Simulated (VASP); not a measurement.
Here is a VASP 6.6.1 calculation.

Contents of INCAR:

```
SYSTEM = Ge
ALGO     = Normal         ! electronic algorithm
EDIFF    = 1E-6           ! SCF threshold, eV
ENCUT    = 520            ! plane-wave cutoff, eV
GGA      = PS             ! functional
ISIF     = 2              ! what is computed and relaxed
ISMEAR   = 0              ! smearing method
LASPH    = .True.         ! aspherical terms in the spheres
LCHARG   = .True.         ! write CHGCAR
LELF     = .True.         ! ELF
LREAL    = .False.        ! projectors in reciprocal space
LVHAR    = .True.       
LWAVE    = .False.        ! write WAVECAR
NBANDS   = 21             ! bands
NELM     = 100            ! most SCF steps
PREC     = Accurate       ! precision mode
SIGMA    = 0.01           ! smearing width, eV
```

The input KPOINTS:

```
k-points
0
Gamma
  12 12 12
  0 0 0
```

POSCAR

```
Ge
1.0
    0.0000000000      2.8094867369      2.8094867369
    2.8094867369      0.0000000000      2.8094867369
    2.8094867369      2.8094867369      0.0000000000
Ge
2
Direct
    0.0000000000      0.0000000000      0.0000000000
    0.2500000000      0.2500000000      0.2500000000
```

Potentials or basis: VASP PAW PBE potentials, release 64 (Ge_d).

Command:

```bash
$ cat potpaw_PBE.64/Ge_d/POTCAR > POTCAR
$ mpirun -np 1 vasp_std > vasp.out
```

(1) Estimate the pressure.

(2) What does it give for the band gap on the k mesh?

Answers

(1) 1.7 GPa.

(2) 0.18 eV, direct.

Caveat: the PAW data sets were made with another functional, which shifts forces and pressure a little.
